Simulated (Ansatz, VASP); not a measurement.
# Ir in VASP and in Ansatz

```
CELL_PARAMETERS angstrom
0.00000 1.70825 1.70825
1.70825 0.00000 1.70825
1.70825 1.70825 0.00000
ATOMIC_POSITIONS crystal
Ir 0.00000 0.00000 0.00000
```

Change from the starting cell: volume scaled by 0.72, LAPW.

Alike in both runs: task single point; functional LDA; k mesh 19 × 19 × 19; occupations fermi-dirac, width 0.08 eV; no spin polarisation.

|  | VASP | Ansatz |
| --- | --- | --- |
| version | VASP 6.6.1 | Ansatz 0.2.0 |
| potentials or method | VASP PAW LDA potentials, release 64 (Ir), cutoff 520 eV | all-electron LAPW, scalar-relativistic |

VASP gave:

```
pressure (GPa) : 306.5
```

Task: Which values does Ansatz return?

Result: Pressure (GPa): 294.3.

LDA's correlation is that of Perdew and Zunger in VASP and of Perdew and Wang (1992) in Ansatz. Both programs put the cell under a high pressure, so it lies far from rest at this level. Ansatz ran all-electron here, and VASP with PAW potentials.

Neither program's run includes spin-orbit coupling. Noted on VASP's run: the cell as given lies far from equilibrium.
